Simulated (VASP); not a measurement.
Set up this calculation in VASP 6.6.1, as the native input.

- Task: single point
- Functional: RPBE
- Dispersion: D3(BJ)
- Potentials or basis: VASP PAW PBE potentials, release 64 (Sn_d)
- Cutoff: 520 eV
- k mesh: 11 × 11 × 11
- Occupations: fermi-dirac, width 0.05 eV
- Spin: no spin polarisation
- Dipole correction: no
- Further INCAR settings: ALGO = Fast; EDIFF = 1e-06; NBANDS = 13

The structure of Sn lies in POSCAR:

```
Sn
1.0
   -1.5444238308      1.5443841699      2.1844466883
    1.5444238308     -1.5443841699      2.1844466883
    1.5444238308      1.5443841699     -2.1844466883
Sn
1
Direct
    0.0000000000      0.0000000000      0.0000000000
```

The input as run:

INCAR

```
  PREC = Accurate
  ENCUT = 520
  EDIFF = 1E-6
  ISMEAR = -1
  SIGMA = 0.05
  LREAL = F
  LASPH = T
  NELM = 100
  ALGO = Fast
  ISIF = 2
  LWAVE = F
  LCHARG = T
  GGA = RP
  IVDW = 12
  LELF = T
  LVHAR = T
  NBANDS = 13
```

KPOINTS

```
Automatic mesh
0
Gamma
  11 11 11
```

Potentials or basis: VASP PAW PBE potentials, release 64 (Sn_d).

Command:

```console
$ cat potpaw_PBE.64/Sn_d/POTCAR > POTCAR
$ mpirun -np 1 vasp_std > vasp.out
```

Results of the run:

| Quantity | Value |
| --- | --- |
| Pressure | 0.0 GPa |
| Band gap on the k mesh | zero (band 7 reaches 22.03 eV, above the bottom of band 8 at 9.42 eV) |
| Dispersion energy per atom | -2.984 eV |

Caveat: the PAW data sets were made with another functional, which shifts forces and pressure a little; spin-orbit coupling is left out, which moves the levels of the heavy elements; pairwise dispersion overbinds metals, which lowers pressure and volume.

Wall time 63 s on 1 thread of Intel Xeon 8259CL (shared host), peak memory 0.19 GiB.
